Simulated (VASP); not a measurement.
Set up this calculation in VASP 6.6.1, as the native input.

| Property | Result |
| --- | --- |
| Task | single point |
| Functional | PBE |
| Potentials or basis | VASP PAW PBE potentials, release 64 (Na_pv) |
| Cutoff | 400 eV |
| k mesh | 6 × 6 × 6 |
| Occupations | gaussian, width 0.1 eV |
| Spin | no spin polarisation |
| Dipole correction | no |
| Further INCAR settings | ALGO = Normal; EDIFF = 1e-06; NBANDS = 10 |

The structure of Na lies in POSCAR:

```
Na
1.0
    0.0000000000      3.9830493200      3.9830493200
    3.9830493200      0.0000000000      3.9830493200
    3.9830493200      3.9830493200      0.0000000000
Na
1
Direct
    0.5000000000      0.5000000000      0.5000000000
```

One way to write it, as run:

INCAR

```
  PREC = Accurate
  ENCUT = 400
  EDIFF = 1E-6
  ISMEAR = 0
  SIGMA = 0.1
  LREAL = False
  LASPH = True
  NELM = 120
  ALGO = Normal
  ISIF = 2
  LWAVE = False
  LCHARG = False
  GGA = PE
  NBANDS = 10
  GGA_COMPAT = False
```

KPOINTS

```
regular mesh
0
Gamma
  6 6 6
```

Potentials or basis: VASP PAW PBE potentials, release 64 (Na_pv).

Launch:

```sh
$ cat potpaw_PBE.64/Na_pv/POTCAR > POTCAR
$ mpirun -np 1 vasp_std > vasp.out
```

It gave:

```
Pressure : -1.0 GPa
```

It took 22 s on 1 thread of Intel Xeon 8259CL, on a shared host, peak memory 0.22 GiB.
